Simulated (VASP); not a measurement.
# KBr (Pm-3m) in VASP: further runs

Runs on KBr. Level: LDA. Tasks: single point.

All numbers are computed with VASP 6.6.1; they aren't measurements. Logs are shortened: lines on timing, memory, paths and dates and some standing lists are left out, and cuts for length are marked.

## 1. The cell of the first run

The structure is cubic, space group Pm-3m (No. 221). The conventional cell has a = 4.084 Å, b = 4.084 Å, c = 4.084 Å, α = 90.00°, β = 90.00°, γ = 90.00°. Within 4.6 Å of K (site symmetry m-3m) lie 8 Br at 3.54 Å and 6 K at 4.08 Å. Br (site symmetry m-3m) has 8 K at 3.54 Å and 6 Br at 4.08 Å within 4.6 Å.

## 2. Single point, LDA

INCAR

```
SYSTEM = KBr
  ALGO = Normal
  EDIFF = 1E-6
  ENCUT = 500
  GGA = CA
  GGA_COMPAT = .FALSE.
  ISIF = 2
  ISMEAR = 0
  LASPH = .TRUE.
  LCHARG = .FALSE.
  LREAL = .FALSE.
  LWAVE = .FALSE.
  NBANDS = 15
  NELM = 120
  PREC = Accurate
  SIGMA = 0.01
```

KPOINTS

```
k-points
0
G
  4 4 4
  0 0 0
```

POSCAR

```
KBr
1.0
    4.0835362474      0.0000000000      0.0000000000
    0.0000000000      4.0835362474      0.0000000000
    0.0000000000      0.0000000000      4.0835362474
K Br
1 1
Direct
    0.0000000000      0.0000000000      0.0000000000
    0.5000000000      0.5000000000      0.5000000000
```

Potentials or basis: VASP PAW LDA potentials, release 64 (K_sv, Br).

Launch:

```console
$ cat potpaw_LDA.64/K_sv/POTCAR potpaw_LDA.64/Br/POTCAR > POTCAR
$ mpirun -np 1 vasp_std > vasp.out
```

OUTCAR:

```text
SYSTEM = KBr
   EDIFF = 1E-6
   ENCUT = 500
   GGA = CA
   ISIF = 2
   ISMEAR = 0
   LASPH = .TRUE.
   LREAL = .FALSE.
   NELM = 120
   PREC = Accurate

 ion  position               nearest neighbor table
   1  0.000  0.000  0.000-
   2  0.500  0.500  0.500-

  LATTYP: Found a simple cubic cell.
 ALAT       =     4.0835362474

  Lattice vectors:

 A1 = (   4.0835362474,   0.0000000000,   0.0000000000)
 A2 = (   0.0000000000,   4.0835362474,   0.0000000000)
 A3 = (   0.0000000000,   0.0000000000,   4.0835362474)

Analysis of symmetry for initial positions (statically):
=====================================================================
 Subroutine PRICEL returns:
 Original cell was already a primitive cell.

 Routine SETGRP: Setting up the symmetry group for a
 simple cubic supercell.

 Subroutine GETGRP returns: Found 48 space group operations
 (whereof 48 operations were pure point group operations)
 out of a pool of 48 trial point group operations.

The static configuration has the point symmetry O_h .

Analysis of symmetry for dynamics (positions and initial velocities):
=====================================================================
 Subroutine PRICEL returns:
 Original cell was already a primitive cell.

 Routine SETGRP: Setting up the symmetry group for a
 simple cubic supercell.

 Subroutine GETGRP returns: Found 48 space group operations
 (whereof 48 operations were pure point group operations)
 out of a pool of 48 trial point group operations.

The dynamic configuration has the point symmetry O_h .

 Subroutine INISYM returns: Found 48 space group operations
 (whereof 48 operations are pure point group operations),
 and found     1 'primitive' translations

----------------------------------------------------------------------------------------

                                     Primitive cell

  volume of cell :      68.0941

  direct lattice vectors                    reciprocal lattice vectors
     4.083536247  0.000000000  0.000000000     0.244885790  0.000000000  0.000000000
     0.000000000  4.083536247  0.000000000     0.000000000  0.244885790  0.000000000
     0.000000000  0.000000000  4.083536247     0.000000000  0.000000000  0.244885790

  length of vectors
     4.083536247  4.083536247  4.083536247     0.244885790  0.244885790  0.244885790

  position of ions in fractional coordinates (direct lattice)
     0.000000000  0.000000000  0.000000000
     0.500000000  0.500000000  0.500000000

  ion indices of the primitive-cell ions
[... 70 lines left out ...]
   PSTRESS=    0.0 pullay stress
   NELECT =      16.0000    total number of electrons
   NUPDOWN=      -1.0000    fix difference up-down
   EMIN   =  10.00;   EMAX   =-10.00  energy-range for DOS
   EFERMI =   0.00;   METHOD = LEGACY
   ISMEAR =     0;   SIGMA  =   0.01  broadening in eV -4-tet -1-fermi 0-gaus
   EFERMI_NEDOS =   21; number of points for ismear=-14 and -15
   IALGO  =     38    algorithm
   IMIX   =      4    mixing-type and parameters
     AMIX     =   0.40;   BMIX     =  1.00
     AMIX_MAG =   1.60;   BMIX_MAG =  1.00
  volume/ion in A,a.u.               =      34.05       229.76
  Fermi-wavevector in a.u.,A,eV,Ry     =   1.010210  1.909020 13.885080  1.020525
  Thomas-Fermi vector in A             =   2.143186
   LORBIT       =      0    0 simple, 1 ext, 2 COOP (PROOUT), +10 PAW based schemes
   GGA     = CA    functional components
   LHFCALC =     F    Hartree Fock is set to
   AEXX    =    0.0000 exact exchange contribution
   IVDW    =     0    specifies the selected vdW correction
   LEPSILON=     F    determine dielectric tensor
   LRPA    =     F    only Hartree local field effects (RPA)
 non-spin polarized calculation
 Gauss-broadening in eV      SIGMA  =   0.01
  energy-cutoff  :      500.00
  volume of cell :       68.09
 maximum number of plane-waves:      1750
 NGX is ok and might be reduce to    30
   NGX = 15   NGY = 15   NGZ = 15

 number of electron      16.0000003 magnetization

 Free energy of the ion-electron system (eV)
  ---------------------------------------------------
  ext. energy  EPLUGINS =         0.00000000
  ---------------------------------------------------
  free energy    TOTEN  =        -6.64631510 eV

  energy without entropy =       -6.64631510  energy(sigma->0) =       -6.64631510

 E-fermi :  -0.9830     XC(G=0):  -8.1939

 val. band max:       -1.0653689630   @ k =   0.5000   0.5000   0.0000
 cond. band min:       2.3281137404   @ k =   0.0000   0.0000   0.0000
 fundamental gap:      3.3934827034
 Fermi energy:        -0.9829892428

 k-point     1 :       0.0000    0.0000    0.0000
  band No.  band energies     occupation
      1     -29.3883      2.00000
      2     -13.8171      2.00000
      3     -13.0475      2.00000
      4     -13.0475      2.00000
      5     -13.0475      2.00000
      6      -1.3248      2.00000
      7      -1.3248      2.00000
      8      -1.3248      2.00000
      9       2.3281      0.00000
     10       4.5430      0.00000
     11       4.5430      0.00000
     12       8.3725      0.00000
     13       8.3725      0.00000
     14       8.3725      0.00000
[... 149 lines left out ...]
      2     -13.4767      2.00000
      3     -13.1548      2.00000
      4     -13.1548      2.00000
      5     -13.1548      2.00000
      6      -2.4563      2.00000
      7      -2.4563      2.00000
      8      -2.4563      2.00000
      9       5.9700      0.00000
     10       5.9700      0.00000
     11       5.9700      0.00000
     12       8.0007      0.00000
     13       8.0007      0.00000
     14       8.0007      0.00000
     15       9.8820      0.00000

------------------------ aborting loop because EDIFF is reached ----------------------------------------

  FORCE on cell =-STRESS in cart. coord.  units (eV):
  Direction    XX          YY          ZZ          XY          YZ          ZX
  --------------------------------------------------------------------------------------
  -------------------------------------------------------------------------------------
  Total       -1.2292968     -1.2292968     -1.2292968      0.0000000      0.0000000      0.0000000
  in kB      -28.9239825    -28.9239825    -28.9239825      0.0000000      0.0000000      0.0000000
  external PRESSURE =     -28.9239825 kB  Pullay stress =       0.0000000 kB

 VOLUME and BASIS-vectors are now :
 -----------------------------------------------------------------------------
  energy-cutoff  :      500.00
  volume of cell :       68.09
      direct lattice vectors                 reciprocal lattice vectors
     4.083536247  0.000000000  0.000000000     0.244885790  0.000000000  0.000000000
     0.000000000  4.083536247  0.000000000     0.000000000  0.244885790  0.000000000
     0.000000000  0.000000000  4.083536247     0.000000000  0.000000000  0.244885790

 POSITION                                       TOTAL-FORCE (eV/Angst)
 -----------------------------------------------------------------------------------
      0.00000      0.00000      0.00000         0.000000      0.000000      0.000000
      2.04177      2.04177      2.04177         0.000000      0.000000      0.000000
 -----------------------------------------------------------------------------------
    total drift:                                0.000000      0.000000     -0.000000

  FREE ENERGIE OF THE ION-ELECTRON SYSTEM (eV)
  ---------------------------------------------------
  free  energy   TOTEN  =        -6.6463150978 eV

  energy  without entropy=       -6.6463150978  energy(sigma->0) =       -6.64631510
```

OSZICAR:

```text
N       E                     dE             d eps       ncg     rms          rms(c)
DAV:   1     0.982717150028E+02    0.98272E+02   -0.65873E+03   300   0.904E+02
DAV:   2    -0.691504535112E+00   -0.98963E+02   -0.92173E+02   370   0.243E+02
DAV:   3    -0.664818017945E+01   -0.59567E+01   -0.59265E+01   412   0.504E+01
DAV:   4    -0.686304701353E+01   -0.21487E+00   -0.21482E+00   444   0.879E+00
DAV:   5    -0.686551736964E+01   -0.24704E-02   -0.24703E-02   433   0.971E-01    0.258E+00
DAV:   6    -0.668566739941E+01    0.17985E+00   -0.14098E-01   349   0.220E+00    0.195E+00
DAV:   7    -0.664878054244E+01    0.36887E-01   -0.63492E-02   398   0.161E+00    0.100E+00
DAV:   8    -0.664640334496E+01    0.23772E-02   -0.13122E-02   423   0.764E-01    0.141E-01
DAV:   9    -0.664628856961E+01    0.11478E-03   -0.62764E-04   428   0.159E-01    0.672E-02
DAV:  10    -0.664631584553E+01   -0.27276E-04   -0.10440E-04   386   0.848E-02    0.171E-02
DAV:  11    -0.664631509776E+01    0.74777E-06   -0.31789E-06   388   0.116E-02
   1 F= -.66463151E+01 E0= -.66463151E+01  d E =-.889869E-33
```

It took 4.7 s on 1 thread of AMD EPYC 9R45 (Zen 5), shared host; peak memory 0.11 GiB.

What came out:

* Free energy: -6.6463 eV
* Pressure: -2.9 GPa
* Band gap on the k mesh: 3.39 eV (least direct gap 3.65 eV)

## 3. Single point, LDA

This run uses another cell than the first one, of 35.04 Å³/atom.

INCAR

```
SYSTEM = KBr
PREC = Accurate
ENCUT = 500
EDIFF = 1E-6
ISMEAR = 0
SIGMA = 0.01
LREAL = .False.
LASPH = .True.
NELM = 120
ALGO = Normal
ISIF = 2
LWAVE = .False.
LCHARG = .False.
GGA = CA
NBANDS = 15
GGA_COMPAT = .False.
```

KPOINTS

```
regular mesh
0
Gamma
  4 4 4
  0 0 0
```

POSCAR

```
KBr
1.0
    4.1228034279      0.0000000000      0.0000000000
    0.0000000000      4.1228034279      0.0000000000
    0.0000000000      0.0000000000      4.1228034279
K Br
1 1
Direct
    0.0000000000      0.0000000000      0.0000000000
    0.5000000000      0.5000000000      0.5000000000
```

Potentials or basis: VASP PAW LDA potentials, release 64 (K_sv, Br).

Launch:

```console
$ cat potpaw_LDA.64/K_sv/POTCAR potpaw_LDA.64/Br/POTCAR > POTCAR
$ mpirun -np 1 vasp_std > vasp.out
```

Wall time 4.7 s (1 thread of AMD EPYC 9R45 (Zen 5), shared host); peak memory 0.11 GiB.

Results (log left out):

| Property | Result |
| --- | --- |
| Free energy | -6.6101 eV |
| Pressure | -3.1 GPa |
| Band gap on the k mesh | 3.32 eV (least direct gap 3.57 eV) |

Levels at points of the mesh, in eV from the valence-band top:
```tsv
k point	band 4	band 5	band 6	band 7	band 8	band 9	band 10	band 11	band 12	band 13
(0.00, 0.00, 0.00)	-12.03	-12.03	-0.25	-0.25	-0.25	3.32	5.64	5.64	9.37	9.37
(0.50, 0.00, 0.00)	-12.01	-11.87	-1.85	-0.22	-0.22	5.94	6.88	7.04	8.68	9.29
(0.50, 0.50, 0.00)	-12.15	-12.00	-1.31	-1.31	0.00	4.88	6.18	7.81	7.81	9.52
(0.50, 0.50, 0.50)	-12.13	-12.13	-1.32	-1.32	-1.32	6.97	6.97	6.97	8.95	8.95
```

Caveat: the cell stands under tension. A k mesh can miss the band edges.
